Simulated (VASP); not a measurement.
# TiN (de600) (Fm-3m) in VASP: relaxation of cell and atoms with LDA

Aim: the relaxation of cell and atoms of TiN (de600) with LDA.

Program: VASP 6.6.1. These are calculated values, not measurements. Logs are shortened: lines on timing, memory, paths and dates and some standing lists are left out, and cuts for length are marked.

### 1 The cell of the first run

It takes space group Fm-3m (No. 225, cubic). Conventional cell: a = 4.172 Å, b = 4.172 Å, c = 4.172 Å, α = 90.00°, β = 90.00°, γ = 90.00°. Ti (site symmetry m-3m) has 6 N at 2.09 Å within 2.8 Å. Within 2.8 Å of N (site symmetry m-3m) lie 6 Ti at 2.09 Å.

### 2 Relaxation of cell and atoms, LDA

Input file INCAR:

```
SYSTEM = TiN
ALGO = Normal ; EDIFF = 1E-7
EDIFFG = -0.001 ; ENCUT = 600
GGA = CA ; IBRION = 2
ISIF = 3 ; ISMEAR = -1
LASPH = .True. ; LCHARG = .False.
LREAL = .False. ; LWAVE = .False.
NELM = 80 ; NSW = 80
PREC = Accurate ; SIGMA = 0.15
```

Input file KPOINTS:

```
k-points
0
Gamma
  16 16 16
  0 0 0
```

Input file POSCAR:

```
TiN
1.0
    0.0000000000      2.0859707932      2.0859707932
    2.0859707932      0.0000000000      2.0859707932
    2.0859707932      2.0859707932      0.0000000000
Ti N
1 1
Direct
    0.0000000000      0.0000000000      0.0000000000
    0.5000000000      0.5000000000      0.5000000000
```

Potentials or basis: VASP PAW LDA potentials, release 64 (Ti_sv, N).

Command:

```bash
$ cat potpaw_LDA.64/Ti_sv/POTCAR potpaw_LDA.64/N/POTCAR > POTCAR
$ mpirun -np 1 vasp_std > vasp.out
```

OUTCAR:

```text
SYSTEM = TiN
   EDIFF = 1E-7
   EDIFFG = -0.001
   ENCUT = 600
   GGA = CA
   IBRION = 2
   ISIF = 3
   ISMEAR = -1
   LASPH = .True.
   LREAL = .False.
   NELM = 80
   NSW = 80
   PREC = Accurate

 ion  position               nearest neighbor table
   1  0.000  0.000  0.000-   2 2.09   2 2.09   2 2.09   2 2.09   2 2.09   2 2.09
   2  0.500  0.500  0.500-   1 2.09   1 2.09   1 2.09   1 2.09   1 2.09   1 2.09

  LATTYP: Found a face centered cubic cell.
 ALAT       =     4.1719415864

  Lattice vectors:

 A1 = (   0.0000000000,   2.0859707932,   2.0859707932)
 A2 = (   2.0859707932,   0.0000000000,   2.0859707932)
 A3 = (   2.0859707932,   2.0859707932,   0.0000000000)

Analysis of symmetry for initial positions (statically):
=====================================================================
 Subroutine PRICEL returns:
 Original cell was already a primitive cell.

 Routine SETGRP: Setting up the symmetry group for a
 face centered cubic supercell.

 Subroutine GETGRP returns: Found 48 space group operations
[... 9 lines left out ...]

 Routine SETGRP: Setting up the symmetry group for a
 face centered cubic supercell.

 Subroutine GETGRP returns: Found 48 space group operations
[... 11 lines left out ...]
                                     Primitive cell

  volume of cell :      18.1533

  direct lattice vectors                    reciprocal lattice vectors
     0.000000000  2.085970793  2.085970793    -0.239696549  0.239696549  0.239696549
     2.085970793  0.000000000  2.085970793     0.239696549 -0.239696549  0.239696549
     2.085970793  2.085970793  0.000000000     0.239696549  0.239696549 -0.239696549

  length of vectors
     2.950008186  2.950008186  2.950008186     0.415166601  0.415166601  0.415166601

  position of ions in fractional coordinates (direct lattice)
     0.000000000  0.000000000  0.000000000
     0.500000000  0.500000000  0.500000000

  ion indices of the primitive-cell ions
   primitive index   ion index
                 1           1
                 2           2

----------------------------------------------------------------------------------------

 KPOINTS: k-points

Automatic generation of k-mesh.
 Grid dimensions read from file:
 generate k-points for:   16   16   16

 Generating k-lattice:

  Cartesian coordinates                     Fractional coordinates (reciprocal lattice)
    -0.014981034  0.014981034  0.014981034     0.062500000  0.000000000  0.000000000
     0.014981034 -0.014981034  0.014981034     0.000000000  0.062500000  0.000000000
     0.014981034  0.014981034 -0.014981034     0.000000000  0.000000000  0.062500000

  Length of vectors
     0.025947913  0.025947913  0.025947913

  Shift w.r.t. Gamma in fractional coordinates (k-lattice)
     0.000000000  0.000000000  0.000000000

 Subroutine IBZKPT returns following result:
 ===========================================

 Found    145 irreducible k-points:

 Following reciprocal coordinates:
            Coordinates               Weight
  0.000000  0.000000  0.000000      1.000000
  0.062500  0.000000  0.000000      8.000000
  0.125000  0.000000  0.000000      8.000000
  0.187500  0.000000  0.000000      8.000000
  0.250000  0.000000  0.000000      8.000000
  0.312500  0.000000  0.000000      8.000000
[... 16 lines left out ...]
 -0.125000  0.062500  0.000000     24.000000
 -0.062500  0.062500  0.000000     12.000000
 [... further k-points ...]
   k-points           NKPTS =    145   k-points in BZ     NKDIM =    145   number of bands    NBANDS=     12
   number of dos      NEDOS =    301   number of ions     NIONS =      2
   total plane-waves  NPLWV =  13824
   dimension x,y,z NGX =    24 NGY =   24 NGZ =   24
   dimension x,y,z NGXF=    48 NGYF=   48 NGZF=   48
   ions per type =               1   1
   NGX,Y,Z   is equivalent  to a cutoff of  13.53, 13.53, 13.53 a.u.
   NGXF,Y,Z  is equivalent  to a cutoff of  27.05, 27.05, 27.05 a.u.
 SYSTEM =  TiN
   PREC   = accura    normal or accurate (medium, high low for compatibility)
   ISTART =      0    job   : 0-new  1-cont  2-samecut
   ICHARG =      2    charge: 1-file 2-atom 10-const
   ISPIN  =      1    spin polarized calculation?
   LNONCOLLINEAR =      F non collinear calculations
   LSORBIT =      F    spin-orbit coupling
   LASPH  =      T    aspherical Exc in radial PAW
   ENCUT  =  600.0 eV  44.10 Ry    6.64 a.u.   5.89  5.89  5.89*2*pi/ulx,y,z
   NELM   =     80;   NELMIN=  2; NELMDL= -5     # of ELM steps
   EDIFF  = 0.1E-06   stopping-criterion for ELM
   LREAL  =      F    real-space projection
   EDIFFG = -.1E-02   stopping-criterion for IOM
   NSW    =     80    number of steps for IOM
   IBRION =      2    ionic relax: 0-MD 1-quasi-New 2-CG
   NFREE  =      1    steps in history (QN), initial steepest desc. (CG)
   ISIF   =      3    stress and relaxation
   ISYM   =      2    0-nonsym 1-usesym 2-fastsym
   POTIM  = 0.5000    time-step for ionic-motion
   TEBEG  =    0.0;   TEEND  =   0.0 temperature during run
   PSTRESS=    0.0 pullay stress
   NELECT =      17.0000    total number of electrons
   NUPDOWN=      -1.0000    fix difference up-down
   EMIN   =  10.00;   EMAX   =-10.00  energy-range for DOS
   EFERMI =   0.00;   METHOD = LEGACY
   ISMEAR =    -1;   SIGMA  =   0.15  broadening in eV -4-tet -1-fermi 0-gaus
   EFERMI_NEDOS =   21; number of points for ismear=-14 and -15
   IALGO  =     38    algorithm
   IMIX   =      4    mixing-type and parameters
     AMIX     =   0.40;   BMIX     =  1.00
     AMIX_MAG =   1.60;   BMIX_MAG =  1.00
  volume/ion in A,a.u.               =       9.08        61.25
  Fermi-wavevector in a.u.,A,eV,Ry     =   1.601670  3.026717 34.903642  2.565345
  Thomas-Fermi vector in A             =   2.698611
   LORBIT       =      0    0 simple, 1 ext, 2 COOP (PROOUT), +10 PAW based schemes
   GGA     = CA    functional components
   LHFCALC =     F    Hartree Fock is set to
   AEXX    =    0.0000 exact exchange contribution
   IVDW    =     0    specifies the selected vdW correction
   LEPSILON=     F    determine dielectric tensor
   LRPA    =     F    only Hartree local field effects (RPA)
 conjugate gradient relaxation of ions
 non-spin polarized calculation
  energy-cutoff  :      600.00
  volume of cell :       18.15
 maximum number of plane-waves:       620
   NGX = 11   NGY = 11   NGZ = 11

--------------------------------------- Ionic step        1  -------------------------------------------

 number of electron      16.9999996 magnetization

 Free energy of the ion-electron system (eV)
  ---------------------------------------------------
  ext. energy  EPLUGINS =         0.00000000
  ---------------------------------------------------
  free energy    TOTEN  =       -21.70145478 eV

  energy without entropy =      -21.64358060  energy(sigma->0) =      -21.67251769

------------------------ aborting loop because EDIFF is reached ----------------------------------------

  FORCE on cell =-STRESS in cart. coord.  units (eV):
  Direction    XX          YY          ZZ          XY          YZ          ZX
  --------------------------------------------------------------------------------------
  -------------------------------------------------------------------------------------
  Total        0.1428990      0.1428990      0.1428990      0.0000000      0.0000000      0.0000000
  in kB       12.6120370     12.6120370     12.6120370      0.0000000      0.0000000      0.0000000
  external PRESSURE =      12.6120370 kB  Pullay stress =       0.0000000 kB
[... 89 lines left out ...]
  FREE ENERGIE OF THE ION-ELECTRON SYSTEM (eV)
  ---------------------------------------------------
  free  energy   TOTEN  =       -21.7017387544 eV

  energy  without entropy=      -21.6435259447  energy(sigma->0) =      -21.67263235

[... ionic steps 4 to 13 ...]

--------------------------------------- Ionic step       14  -------------------------------------------

 number of electron      16.9999996 magnetization

------------------------ aborting loop because EDIFF is reached ----------------------------------------

  FORCE on cell =-STRESS in cart. coord.  units (eV):
  Direction    XX          YY          ZZ          XY          YZ          ZX
  --------------------------------------------------------------------------------------
  -------------------------------------------------------------------------------------
  Total        0.0045769      0.0045769      0.0045769      0.0000000     -0.0000000     -0.0000000
  in kB        0.4023749      0.4023749      0.4023749      0.0000000     -0.0000000     -0.0000000
  external PRESSURE =       0.4023749 kB  Pullay stress =       0.0000000 kB
[... 57 lines left out ...]
  energy  without entropy=      -21.6435277712  energy(sigma->0) =      -21.67263326

--------------------------------------- Ionic step       16  -------------------------------------------

 number of electron      16.9999996 magnetization

 Free energy of the ion-electron system (eV)
  ---------------------------------------------------
  ext. energy  EPLUGINS =         0.00000000
  ---------------------------------------------------
  free energy    TOTEN  =       -21.70173864 eV

  energy without entropy =      -21.64352023  energy(sigma->0) =      -21.67262943

 E-fermi :  11.7864     XC(G=0): -13.6233

 val. band max:       11.7861544527   @ k =   0.1250   0.0000   0.0000
 cond. band min:      11.7899812850   @ k =  -0.3750   0.4375   0.1875
 fundamental gap:      0.0038268323
 Fermi energy:        11.7864157619

 k-point     1 :       0.0000    0.0000    0.0000
  band No.  band energies     occupation
      1     -45.2663      2.00000
      2     -21.5859      2.00000
      3     -21.5859      2.00000
      4     -21.5859      2.00000
      5      -5.2993      2.00000
      6       9.7535      2.00000
      7       9.7535      2.00000
      8       9.7535      2.00000
      9      11.1255      1.97588
     10      11.1255      1.97588
     11      11.1255      1.97588
     12      12.4094      0.03093
[... 331 lines left out ...]
 k-point    24 :      -0.0625    0.0625    0.0000
  band No.  band energies     occupation
      1     -45.2538      2.00000
      2     -21.6619      2.00000
      3     -21.6052      2.00000
      4     -21.5868      2.00000
      5      -5.0791      2.00000
      6       8.6332      2.00000
      7       8.8411      2.00000
      8       9.1735      2.00000
      9      11.2509      1.94525
     10      11.5777      1.60166
     11      11.6885      1.31515
     12      12.8909      0.00127

 [... further k-points ...]

------------------------ aborting loop because EDIFF is reached ----------------------------------------

  FORCE on cell =-STRESS in cart. coord.  units (eV):
  Direction    XX          YY          ZZ          XY          YZ          ZX
  --------------------------------------------------------------------------------------
  -------------------------------------------------------------------------------------
  Total       -0.0005246     -0.0005246     -0.0005246      0.0000000      0.0000000      0.0000000
  in kB       -0.0461150     -0.0461150     -0.0461150      0.0000000      0.0000000      0.0000000
  external PRESSURE =      -0.0461150 kB  Pullay stress =       0.0000000 kB
[... 17 lines left out ...]
  FREE ENERGIE OF THE ION-ELECTRON SYSTEM (eV)
  ---------------------------------------------------
  free  energy   TOTEN  =       -21.7017386408 eV

  energy  without entropy=      -21.6435202252  energy(sigma->0) =      -21.67262943

 reached required accuracy - stopping structural energy minimisation
```

Run time: 4 min. Hardware: 1 thread of AMD EPYC 7R13, shared host; peak memory 0.14 GiB.

Results:

```yaml
Free_energy: -21.7017 eV
Relaxed_volume: 9.11 Å³/atom
Relaxed_cell: a = 2.954 Å, b = 2.954 Å, c = 2.954 Å, α = 60.00°, β = 60.00°, γ = 60.00°
Space_group_after_relaxing_to_0.05_Å: Fm-3m (No. 225)
Energy_gained_by_relaxing: 0.1 meV/atom
Ionic_steps: 16
Pressure_after_relaxing: 0.0 GPa
```

Step by step:
```tsv
step	energy change (eV)	largest force (eV/Å)	pressure (GPa)	volume (Å³)
1	0.0000	0.0000	1.26	18.15
2	0.0004	0.0000	-1.97	18.34
3	-0.0003	0.0000	-0.05	18.23
4	-0.0003	0.0000	0.03	18.22
5	-0.0003	0.0000	0.03	18.22
6	-0.0003	0.0000	0.04	18.22
7	-0.0003	0.0000	0.04	18.22
8	-0.0003	0.0000	0.04	18.22
9	-0.0003	0.0000	0.04	18.22
10	-0.0003	0.0000	0.04	18.22
11	-0.0003	0.0000	0.04	18.22
12	-0.0003	0.0000	0.04	18.22
13	-0.0003	0.0000	0.04	18.22
14	-0.0003	0.0000	0.04	18.22
15	-0.0003	0.0000	0.03	18.23
16	-0.0003	0.0000	0.00	18.23
```

Final structure:
```yaml
crystal:
  lattice:
    - [0.00000, 2.08878, 2.08878]
    - [2.08878, 0.00000, 2.08878]
    - [2.08878, 2.08878, 0.00000]
  atoms:
    - { symbol: Ti, position: [0.00000, 0.00000, 0.00000] }
    - { symbol: N, position: [0.50000, 0.50000, 0.50000] }
```

Levels at points of the mesh, in eV from the Fermi level:
```csv
k point,band 6,band 7,band 8,band 9,band 10,band 11
"(0.00, 0.00, 0.00)",-2.03,-2.03,-2.03,-0.66,-0.66,-0.66
"(0.50, 0.00, 0.00)",-8.32,-5.69,-5.69,1.84,1.84,2.57
"(0.50, 0.50, 0.00)",-5.84,-3.28,-3.22,-3.22,1.77,2.60
```
